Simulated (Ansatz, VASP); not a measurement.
One calculation of B, two programs

File INCAR:

```
PREC     = Accurate       # precision mode
ENCUT    = 600            # plane-wave cutoff, eV
EDIFF    = 1E-6           # SCF threshold, eV
ISMEAR   = -1             # smearing method
SIGMA    = 0.05           # smearing width, eV
LREAL    = False          # projectors in reciprocal space
LASPH    = True           # aspherical terms in the spheres
NELM     = 80             # most SCF steps
ALGO     = Normal         # electronic algorithm
ISIF     = 3              # what is computed and relaxed
LWAVE    = False          # write WAVECAR
LCHARG   = False          # write CHGCAR
IBRION   = 2              # ionic algorithm
NSW      = 60             # ionic steps
EDIFFG   = -0.01          # ionic threshold
```

File KPOINTS:

```
regular mesh
0
Gamma
  11 11 16
```

POSCAR

```
B
1.0
    2.3461100000      0.0000000000      0.0000000000
    0.0000000000      2.3461100000      0.0000000000
    0.0000000000      0.0000000000      1.5857900000
B
1
Direct
    0.5000000000      0.5000000000      0.5000000000
```

input.yaml

```yaml
crystal:
  lattice:
    - [2.34611, 0.0, 0.0]
    - [0.0, 2.34611, 0.0]
    - [0.0, 0.0, 1.58579]
  atoms:
    - { symbol: B, position: [0.5, 0.5, 0.5] }
hamiltonian:
  xc: lda
  pseudopotentials: { kind: paw }
kpoints:
  mp_grid: { grid: [11, 11, 16] }
scf:
  occupations: { method: fermi_dirac, width: 0.05 }
output:
  forces: true
  stress: true
  eigenvalues: true
relax:
  f_tol: 0.01
  max_steps: 40
  cell: { stress_tol: 0.05 }
```

Alike in both runs: task relaxation of cell and atoms; functional LDA; k mesh 11 × 11 × 16; occupations fermi-dirac, width 0.05 eV; no spin polarisation.

|  | VASP | Ansatz |
| --- | --- | --- |
| version | VASP 6.6.1 | Ansatz 0.2.0 |
| potentials or method | VASP PAW LDA potentials, release 64 (B) | Ansatz PAW |
| plane-wave cutoff (eV) | 600 | 420 |
| valence electrons in the cell | 3 | 3 |

```csv
,VASP,Ansatz,Ansatz less VASP
"gap on the k mesh at the Fermi level, each at its own relaxed structure (eV)",none,none,-
relaxed volume (Å³/atom),8.18,8.18,0.000
relaxed cell length with the largest relative difference (Å),1.576,1.576,+0.0001
```

LDA's correlation is that of Perdew and Zunger in VASP and of Perdew and Wang (1992) in Ansatz. A gap of «none» marks a metal or a gap that the smearing closes.

Noted on Ansatz's run: the plane-wave basis is chosen anew once the cell has moved, so the energies of steps on either side of that aren't comparable.
